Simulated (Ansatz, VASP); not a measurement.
## Two plane-wave programs on AlCo

```xyz
2
Lattice="2.8194 0.0000 0.0000 0.0000 2.8194 0.0000 0.0000 0.0000 2.8194" Properties=species:S:1:pos:R:3 pbc="T T T"
Al    0.0000    0.0000    0.0000
Co    1.4097    1.4097    1.3097
```

Alike in both runs: task single point; functional PBEsol; k mesh 16 × 16 × 16; occupations gaussian, width 0.15 eV; no spin polarisation.

```csv
,VASP,Ansatz
version,VASP 6.6.1,Ansatz 0.2.0
potentials or method,"VASP PAW PBE potentials, release 64 (Al, Co), cutoff 520 eV","scalar-relativistic, plane waves, PAW"
valence electrons in the cell,12,20
```

Ansatz gave:

* gap on the k mesh at the Fermi level (eV): none
* pressure (GPa): 1.5
* traceless stress, the component that is largest in VASP (GPa): -0.44
* rms of the force components (eV/Å): 0.459

Q: What did VASP give for the same quantities?

A: gap on the k mesh at the Fermi level (eV): none; pressure (GPa): 1.6; traceless stress, the component that is largest in VASP (GPa): -0.45; rms of the force components (eV/Å): 0.462.

VASP's potentials were made for PBE, not for PBEsol. Atom by atom the forces differ by 0.003 eV/Å (rms over components). A gap of «none» marks a metal or a gap that the smearing closes. VASP's potentials hold 12 valence electrons a cell and Ansatz's 20, so a difference there can come from the potentials and not from the codes.
